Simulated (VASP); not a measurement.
# BeS (F-43m) in VASP: notebook

BeS is run at these levels: PBE; tasks: single point.

Everything below comes from runs of VASP 6.6.1. Logs are shortened: lines on timing, memory, paths and dates and some standing lists are left out, and cuts for length are marked.

## (1) The cell of the first run

Symmetry: F-43m, No. 216, cubic system. The conventional cell has a = 4.827 Å, b = 4.827 Å, c = 4.827 Å, α = 90.00°, β = 90.00°, γ = 90.00°. Be (site symmetry -43m) has 4 S at 2.09 Å within 2.8 Å. Within 2.8 Å of S (site symmetry -43m) lie 4 Be at 2.09 Å.

## (2) Single point, PBE (volume scaled by 0.97)

The input, INCAR:

```
  PREC = Accurate
  ENCUT = 520
  EDIFF = 1E-6
  ISMEAR = 0
  SIGMA = 0.02
  LREAL = F
  LASPH = T
  NELM = 60
  ALGO = Normal
  ISIF = 2
  LWAVE = F
  LCHARG = F
  GGA = PE
  NBANDS = 11
```

The input, KPOINTS:

```
regular mesh
0
Gamma
  8 8 8
```

The input, POSCAR:

```
BeS
1.0
    0.0000000000      2.4132917977      2.4132917977
    2.4132917977      0.0000000000      2.4132917977
    2.4132917977      2.4132917977      0.0000000000
Be S
1 1
Direct
    0.0000000000      0.0000000000      0.0000000000
    0.2500000000      0.2500000000      0.2500000000
```

Potentials or basis: VASP PAW PBE potentials, release 64 (Be, S).

On the command line:

```bash
$ cat potpaw_PBE.64/Be/POTCAR potpaw_PBE.64/S/POTCAR > POTCAR
$ mpirun -np 1 vasp_std > vasp.out
```

OUTCAR:

```text
PREC = Accurate
   ENCUT = 520
   EDIFF = 1E-6
   ISMEAR = 0
   LREAL = F
   LASPH = T
   NELM = 60
   ISIF = 2
   GGA = PE

 ion  position               nearest neighbor table
   1  0.000  0.000  0.000-   2 2.09   2 2.09   2 2.09   2 2.09
   2  0.250  0.250  0.250-   1 2.09   1 2.09   1 2.09   1 2.09

  LATTYP: Found a face centered cubic cell.
 ALAT       =     4.8265835954

  Lattice vectors:

 A1 = (   0.0000000000,   2.4132917977,   2.4132917977)
 A2 = (   2.4132917977,   0.0000000000,   2.4132917977)
 A3 = (   2.4132917977,   2.4132917977,   0.0000000000)

Analysis of symmetry for initial positions (statically):
=====================================================================
 Subroutine PRICEL returns:
 Original cell was already a primitive cell.

 Routine SETGRP: Setting up the symmetry group for a
 face centered cubic supercell.

 Subroutine GETGRP returns: Found 24 space group operations
 (whereof 24 operations were pure point group operations)
 out of a pool of 48 trial point group operations.

The static configuration has the point symmetry T_d .

Analysis of symmetry for dynamics (positions and initial velocities):
=====================================================================
 Subroutine PRICEL returns:
 Original cell was already a primitive cell.

 Routine SETGRP: Setting up the symmetry group for a
 face centered cubic supercell.

 Subroutine GETGRP returns: Found 24 space group operations
 (whereof 24 operations were pure point group operations)
 out of a pool of 48 trial point group operations.

The dynamic configuration has the point symmetry T_d .

 Subroutine INISYM returns: Found 24 space group operations
 (whereof 24 operations are pure point group operations),
 and found     1 'primitive' translations

----------------------------------------------------------------------------------------

                                     Primitive cell

  volume of cell :      28.1099

  direct lattice vectors                    reciprocal lattice vectors
     0.000000000  2.413291798  2.413291798    -0.207185886  0.207185886  0.207185886
     2.413291798  0.000000000  2.413291798     0.207185886 -0.207185886  0.207185886
     2.413291798  2.413291798  0.000000000     0.207185886  0.207185886 -0.207185886

  length of vectors
     3.412909990  3.412909990  3.412909990     0.358856482  0.358856482  0.358856482

  position of ions in fractional coordinates (direct lattice)
     0.000000000  0.000000000  0.000000000
     0.250000000  0.250000000  0.250000000

  ion indices of the primitive-cell ions
   primitive index   ion index
                 1           1
                 2           2

----------------------------------------------------------------------------------------

 KPOINTS: regular mesh

Automatic generation of k-mesh.
 Grid dimensions read from file:
 generate k-points for:    8    8    8

 Generating k-lattice:

  Cartesian coordinates                     Fractional coordinates (reciprocal lattice)
    -0.025898236  0.025898236  0.025898236     0.125000000  0.000000000  0.000000000
     0.025898236 -0.025898236  0.025898236     0.000000000  0.125000000  0.000000000
     0.025898236  0.025898236 -0.025898236     0.000000000  0.000000000  0.125000000

  Length of vectors
     0.044857060  0.044857060  0.044857060

  Shift w.r.t. Gamma in fractional coordinates (k-lattice)
     0.000000000  0.000000000  0.000000000

 Subroutine IBZKPT returns following result:
 ===========================================

 Found     29 irreducible k-points:

 Following reciprocal coordinates:
            Coordinates               Weight
  0.000000  0.000000  0.000000      1.000000
  0.125000  0.000000  0.000000      8.000000
  0.250000  0.000000  0.000000      8.000000
  0.375000  0.000000  0.000000      8.000000
  0.500000  0.000000  0.000000      4.000000
  0.125000  0.125000  0.000000      6.000000
[... 16 lines left out ...]
  0.500000  0.250000  0.125000     48.000000
 -0.375000  0.250000  0.125000     24.000000
 [... further k-points ...]
   k-points           NKPTS =     29   k-points in BZ     NKDIM =     29   number of bands    NBANDS=     11
   number of dos      NEDOS =    301   number of ions     NIONS =      2
   total plane-waves  NPLWV =  21952
   dimension x,y,z NGX =    28 NGY =   28 NGZ =   28
   dimension x,y,z NGXF=    56 NGYF=   56 NGZF=   56
   ions per type =               1   1
   NGX,Y,Z   is equivalent  to a cutoff of  13.64, 13.64, 13.64 a.u.
   NGXF,Y,Z  is equivalent  to a cutoff of  27.28, 27.28, 27.28 a.u.
 SYSTEM =  unknown system
   PREC   = accura    normal or accurate (medium, high low for compatibility)
   ISTART =      0    job   : 0-new  1-cont  2-samecut
   ICHARG =      2    charge: 1-file 2-atom 10-const
   ISPIN  =      1    spin polarized calculation?
   LNONCOLLINEAR =      F non collinear calculations
   LSORBIT =      F    spin-orbit coupling
   LASPH  =      T    aspherical Exc in radial PAW
   ENCUT  =  520.0 eV  38.22 Ry    6.18 a.u.   6.35  6.35  6.35*2*pi/ulx,y,z
   NELM   =     60;   NELMIN=  2; NELMDL= -5     # of ELM steps
   EDIFF  = 0.1E-05   stopping-criterion for ELM
   LREAL  =      F    real-space projection
   EDIFFG = 0.1E-04   stopping-criterion for IOM
   NSW    =      0    number of steps for IOM
   IBRION =     -1    ionic relax: 0-MD 1-quasi-New 2-CG
   NFREE  =      0    steps in history (QN), initial steepest desc. (CG)
   ISIF   =      2    stress and relaxation
   ISYM   =      2    0-nonsym 1-usesym 2-fastsym
   POTIM  = 0.5000    time-step for ionic-motion
   TEBEG  =    0.0;   TEEND  =   0.0 temperature during run
   PSTRESS=    0.0 pullay stress
   NELECT =       8.0000    total number of electrons
   NUPDOWN=      -1.0000    fix difference up-down
   EMIN   =  10.00;   EMAX   =-10.00  energy-range for DOS
   EFERMI =   0.00;   METHOD = LEGACY
   ISMEAR =     0;   SIGMA  =   0.02  broadening in eV -4-tet -1-fermi 0-gaus
   EFERMI_NEDOS =   21; number of points for ismear=-14 and -15
   IALGO  =     38    algorithm
   IMIX   =      4    mixing-type and parameters
     AMIX     =   0.40;   BMIX     =  1.00
     AMIX_MAG =   1.60;   BMIX_MAG =  1.00
  volume/ion in A,a.u.               =      14.05        94.85
  Fermi-wavevector in a.u.,A,eV,Ry     =   1.076841  2.034935 15.777138  1.159587
  Thomas-Fermi vector in A             =   2.212737
   LORBIT       =      0    0 simple, 1 ext, 2 COOP (PROOUT), +10 PAW based schemes
   GGA     = PE    functional components
   LHFCALC =     F    Hartree Fock is set to
   AEXX    =    0.0000 exact exchange contribution
   IVDW    =     0    specifies the selected vdW correction
   LEPSILON=     F    determine dielectric tensor
   LRPA    =     F    only Hartree local field effects (RPA)
 non-spin polarized calculation
 Gauss-broadening in eV      SIGMA  =   0.02
  energy-cutoff  :      520.00
  volume of cell :       28.11
 maximum number of plane-waves:       775
 NGX is ok and might be reduce to    28
   NGX = 13   NGY = 13   NGZ = 13

 number of electron       8.0000000 magnetization

 Free energy of the ion-electron system (eV)
  ---------------------------------------------------
  ext. energy  EPLUGINS =         0.00000000
  ---------------------------------------------------
  free energy    TOTEN  =       -10.00502140 eV

  energy without entropy =      -10.00502140  energy(sigma->0) =      -10.00502140

 E-fermi :   4.4425     XC(G=0):  -9.7910

 val. band max:        4.3263838784   @ k =   0.0000   0.0000   0.0000
 cond. band min:       7.4041202429   @ k =   0.5000   0.5000   0.0000
 fundamental gap:      3.0777363645
 Fermi energy:         4.4424845769

 k-point     1 :       0.0000    0.0000    0.0000
  band No.  band energies     occupation
      1      -9.4650      2.00000
      2       4.3264      2.00000
      3       4.3264      2.00000
      4       4.3264      2.00000
      5       9.9896      0.00000
      6       9.9896      0.00000
      7       9.9896      0.00000
      8      10.3363      0.00000
      9      17.1685      0.00000
     10      17.1685      0.00000
     11      19.3118      0.00000

 k-point     2 :       0.1250    0.0000    0.0000
  band No.  band energies     occupation
      1      -9.2842      2.00000
      2       3.1082      2.00000
      3       4.1224      2.00000
      4       4.1224      2.00000
      5       9.9667      0.00000
      6      10.3529      0.00000
      7      10.3529      0.00000
      8      11.5936      0.00000
      9      16.4727      0.00000
     10      16.4727      0.00000
     11      19.1239      0.00000

 k-point     3 :       0.2500    0.0000    0.0000
  band No.  band energies     occupation
      1      -8.7850      2.00000
      2       0.9729      2.00000
      3       3.7167      2.00000
      4       3.7167      2.00000
      5       9.9270      0.00000
      6      10.9041      0.00000
      7      10.9041      0.00000
      8      13.7121      0.00000
      9      16.2360      0.00000
     10      16.2360      0.00000
     11      18.6676      0.00000

 k-point     4 :       0.3750    0.0000    0.0000
  band No.  band energies     occupation
      1      -8.1480      2.00000
      2      -0.8181      2.00000
      3       3.3908      2.00000
      4       3.3908      2.00000
      5       9.8801      0.00000
      6      10.9644      0.00000
      7      10.9644      0.00000
      8      15.1981      0.00000
      9      17.6148      0.00000
     10      17.6148      0.00000
     11      18.8747      0.00000
[... 239 lines left out ...]
 k-point    22 :       0.3750    0.2500    0.1250
  band No.  band energies     occupation
      1      -8.3765      2.00000
      2       0.7415      2.00000
      3       2.1378      2.00000
      4       3.1841      2.00000
      5       9.8600      0.00000
      6      11.6522      0.00000
      7      11.8755      0.00000
      8      12.9349      0.00000
      9      16.0289      0.00000
     10      18.8334      0.00000
     11      20.3964      0.00000

 k-point    23 :       0.5000    0.2500    0.1250
  band No.  band energies     occupation
      1      -7.8150      2.00000
      2      -0.4450      2.00000
      3       1.5979      2.00000
      4       2.7016      2.00000
      5      10.3333      0.00000
      6      11.1728      0.00000
      7      12.8606      0.00000
      8      13.6653      0.00000
      9      17.0500      0.00000
     10      18.8314      0.00000
     11      20.9323      0.00000

 k-point    24 :      -0.3750    0.2500    0.1250
  band No.  band energies     occupation
      1      -7.5313      2.00000
      2      -1.0141      2.00000
      3       1.5044      2.00000
      4       2.4502      2.00000
      5      10.4184      0.00000
      6      10.9540      0.00000
      7      13.5306      0.00000
      8      14.9138      0.00000
      9      15.8390      0.00000
     10      19.7427      0.00000
     11      20.4280      0.00000

 [... further k-points ...]
[... 5 lines left out ...]
  --------------------------------------------------------------------------------------
  -------------------------------------------------------------------------------------
  Total        0.5317646      0.5317646      0.5317646     -0.0000000      0.0000000     -0.0000000
  in kB       30.3089255     30.3089255     30.3089255     -0.0000000      0.0000000     -0.0000000
  external PRESSURE =      30.3089255 kB  Pullay stress =       0.0000000 kB

 VOLUME and BASIS-vectors are now :
 -----------------------------------------------------------------------------
  energy-cutoff  :      520.00
  volume of cell :       28.11
      direct lattice vectors                 reciprocal lattice vectors
     0.000000000  2.413291798  2.413291798    -0.207185886  0.207185886  0.207185886
     2.413291798  0.000000000  2.413291798     0.207185886 -0.207185886  0.207185886
     2.413291798  2.413291798  0.000000000     0.207185886  0.207185886 -0.207185886

 POSITION                                       TOTAL-FORCE (eV/Angst)
 -----------------------------------------------------------------------------------
      0.00000      0.00000      0.00000         0.000000     -0.000000     -0.000000
      1.20665      1.20665      1.20665        -0.000000      0.000000      0.000000
 -----------------------------------------------------------------------------------
    total drift:                                0.000000      0.000000      0.000000

  FREE ENERGIE OF THE ION-ELECTRON SYSTEM (eV)
  ---------------------------------------------------
  free  energy   TOTEN  =       -10.0050214023 eV

  energy  without entropy=      -10.0050214023  energy(sigma->0) =      -10.00502140
```

Wall time 16 s (1 thread of Intel Xeon Platinum 8259CL at 2.50GHz (Skylake/Cascade Lake), shared host); peak memory 0.15 GiB.

Results:

```yaml
Free_energy: -10.0050 eV
Pressure: 3.0 GPa
Band_gap_on_the_k_mesh: 3.08 eV, indirect (least direct gap 5.66 eV)
```

## (3) Single point, PBE (volume scaled by 1.06)

The input, INCAR:

```
SYSTEM = BeS
  ALGO = Normal
  EDIFF = 1E-6
  ENCUT = 520
  GGA = PE
  ISIF = 2
  ISMEAR = 0
  LASPH = .TRUE.
  LCHARG = .FALSE.
  LREAL = .FALSE.
  LWAVE = .FALSE.
  NBANDS = 11
  NELM = 100
  PREC = Accurate
  SIGMA = 0.02
```

The input, KPOINTS:

```
k-points
0
G
  8 8 8
  0 0 0
```

The input, POSCAR:

```
BeS
1.0
    0.0000000000      2.4857333961      2.4857333961
    2.4857333961      0.0000000000      2.4857333961
    2.4857333961      2.4857333961      0.0000000000
Be S
1 1
Direct
    0.0000000000      0.0000000000      0.0000000000
    0.2500000000      0.2500000000      0.2500000000
```

Potentials or basis: VASP PAW PBE potentials, release 64 (Be, S).

On the command line:

```bash
$ cat potpaw_PBE.64/Be/POTCAR potpaw_PBE.64/S/POTCAR > POTCAR
$ mpirun -np 1 vasp_std > vasp.out
```

OUTCAR:

```text
SYSTEM = BeS
   EDIFF = 1E-6
   ENCUT = 520
   GGA = PE
   ISIF = 2
   ISMEAR = 0
   LASPH = .TRUE.
   LREAL = .FALSE.
   NELM = 100
   PREC = Accurate

 ion  position               nearest neighbor table
   1  0.000  0.000  0.000-   2 2.15   2 2.15   2 2.15   2 2.15
   2  0.250  0.250  0.250-   1 2.15   1 2.15   1 2.15   1 2.15

  LATTYP: Found a face centered cubic cell.
 ALAT       =     4.9714667922

  Lattice vectors:

 A1 = (   0.0000000000,   2.4857333961,   2.4857333961)
[... 522 lines left out ...]

------------------------ aborting loop because EDIFF is reached ----------------------------------------

  FORCE on cell =-STRESS in cart. coord.  units (eV):
  Direction    XX          YY          ZZ          XY          YZ          ZX
  --------------------------------------------------------------------------------------
  -------------------------------------------------------------------------------------
  Total       -0.9246648     -0.9246648     -0.9246648     -0.0000000      0.0000000      0.0000000
  in kB      -48.2282259    -48.2282259    -48.2282259     -0.0000000      0.0000000      0.0000000
  external PRESSURE =     -48.2282259 kB  Pullay stress =       0.0000000 kB

 VOLUME and BASIS-vectors are now :
 -----------------------------------------------------------------------------
  energy-cutoff  :      520.00
  volume of cell :       30.72
      direct lattice vectors                 reciprocal lattice vectors
     0.000000000  2.485733396  2.485733396    -0.201147879  0.201147879  0.201147879
     2.485733396  0.000000000  2.485733396     0.201147879 -0.201147879  0.201147879
     2.485733396  2.485733396  0.000000000     0.201147879  0.201147879 -0.201147879

 POSITION                                       TOTAL-FORCE (eV/Angst)
 -----------------------------------------------------------------------------------
      0.00000      0.00000      0.00000        -0.000000     -0.000000     -0.000000
      1.24287      1.24287      1.24287         0.000000      0.000000      0.000000
 -----------------------------------------------------------------------------------
    total drift:                                0.000000      0.000000      0.000000

  FREE ENERGIE OF THE ION-ELECTRON SYSTEM (eV)
  ---------------------------------------------------
  free  energy   TOTEN  =        -9.9864647103 eV

  energy  without entropy=       -9.9864647103  energy(sigma->0) =       -9.98646471
```

OSZICAR:

```text
N       E                     dE             d eps       ncg     rms          rms(c)
DAV:   1     0.193690352418E+02    0.19369E+02   -0.36743E+03   638   0.606E+02
DAV:   2    -0.885253613474E+01   -0.28222E+02   -0.27235E+02   833   0.112E+02
DAV:   3    -0.101201633836E+02   -0.12676E+01   -0.12643E+01   827   0.238E+01
DAV:   4    -0.101277245555E+02   -0.75612E-02   -0.75601E-02   801   0.212E+00
DAV:   5    -0.101277877768E+02   -0.63221E-04   -0.63221E-04   803   0.192E-01    0.511E+00
DAV:   6    -0.100133462479E+02    0.11444E+00   -0.13410E-01   727   0.164E+00    0.351E+00
DAV:   7    -0.998485167717E+01    0.28495E-01   -0.92560E-02   787   0.156E+00    0.109E+00
DAV:   8    -0.998629915628E+01   -0.14475E-02   -0.68540E-03   819   0.404E-01    0.109E-01
DAV:   9    -0.998638170178E+01   -0.82545E-04   -0.49148E-04   797   0.139E-01    0.297E-02
DAV:  10    -0.998645960795E+01   -0.77906E-04   -0.10308E-04   740   0.611E-02    0.159E-02
DAV:  11    -0.998646424072E+01   -0.46328E-05   -0.15302E-05   817   0.204E-02    0.117E-02
DAV:  12    -0.998646471027E+01   -0.46955E-06   -0.64296E-07   622   0.483E-03
   1 F= -.99864647E+01 E0= -.99864647E+01  d E =-.119555E-12
```

Wall time 13 s (1 thread of Intel Xeon Platinum 8259CL at 2.50GHz (Skylake/Cascade Lake), shared host); peak memory 0.15 GiB.

What came out:

```
Free energy            : -9.9865 eV
Pressure               : -4.8 GPa
Band gap on the k mesh : 3.26 eV, indirect (least direct gap 5.27 eV)
```

Levels at points of the mesh, in eV from the valence-band top:
```
           k point  band 2  band 3  band 4  band 5  band 6  band 7
(0.00, 0.00, 0.00)    0.00    0.00    0.00    5.27    5.69    5.69
(0.50, 0.00, 0.00)   -5.33   -0.94   -0.94    5.21    6.57    6.57
(0.50, 0.50, 0.00)   -4.65   -2.40   -2.40    3.26    4.96   12.18
```

## (4) Single point, PBE (volume scaled by 1.10)

The input, INCAR:

```
ALGO = Normal ; EDIFF = 1E-7
ENCUT = 520 ; GGA = PE
ISIF = 2 ; ISMEAR = 0
LASPH = T ; LCHARG = F
LREAL = F ; LWAVE = F
NBANDS = 11 ; NELM = 80
PREC = Accurate ; SIGMA = 0.02
```

The input, KPOINTS:

```
k-points
0
Gamma
  8 8 8
```

The input, POSCAR:

```
BeS
1.0
    0.0000000000      2.5166152295      2.5166152295
    2.5166152295      0.0000000000      2.5166152295
    2.5166152295      2.5166152295      0.0000000000
Be S
1 1
Direct
    0.0000000000      0.0000000000      0.0000000000
    0.2500000000      0.2500000000      0.2500000000
```

On the command line:

```bash
$ cat potpaw_PBE.64/Be/POTCAR potpaw_PBE.64/S/POTCAR > POTCAR
$ mpirun -np 1 vasp_std > vasp.out
```

It took 18 s on 1 thread of Intel Xeon Platinum 8259CL at 2.50GHz (Skylake/Cascade Lake), shared host; peak memory 0.15 GiB.

The run converged. Its results:

```yaml
Free_energy: -9.9423 eV
Pressure: -7.4 GPa
Band_gap_on_the_k_mesh: 3.33 eV, indirect (least direct gap 4.98 eV)
```

Levels at points of the mesh, in eV from the valence-band top:
```
           k point  band 1  band 2  band 3  band 4  band 5  band 6  band 7  band 8
(0.00, 0.00, 0.00)  -13.00    0.00    0.00    0.00    4.98    5.69    5.69    5.69
(0.50, 0.00, 0.00)  -11.67   -5.11   -0.89   -0.89    5.07    6.56    6.56   10.64
(0.50, 0.50, 0.00)  -11.23   -4.48   -2.28   -2.28    3.33    4.98   11.89   11.89
```

 A k mesh can miss the band edges.

## (5) Overview

| cell | gap on the mesh (eV) | pressure (GPa) |
| --- | --- | --- |
| a = 3.413 Å, angles 60.0°, 2 atoms | 3.08 | 3.0 |
| a = 3.515 Å, angles 60.0°, 2 atoms | 3.26 | -4.8 |
| a = 3.559 Å, angles 60.0°, 2 atoms | 3.33 | -7.4 |

Alike in all rows: task single point; level PBE; potentials or basis VASP PAW PBE potentials, release 64 (Be, S); no spin polarisation; k mesh 8 × 8 × 8; cutoff (eV) 520; smearing gaussian 0.02 eV.

Absolute energies hang on the potentials; compare differences alone.
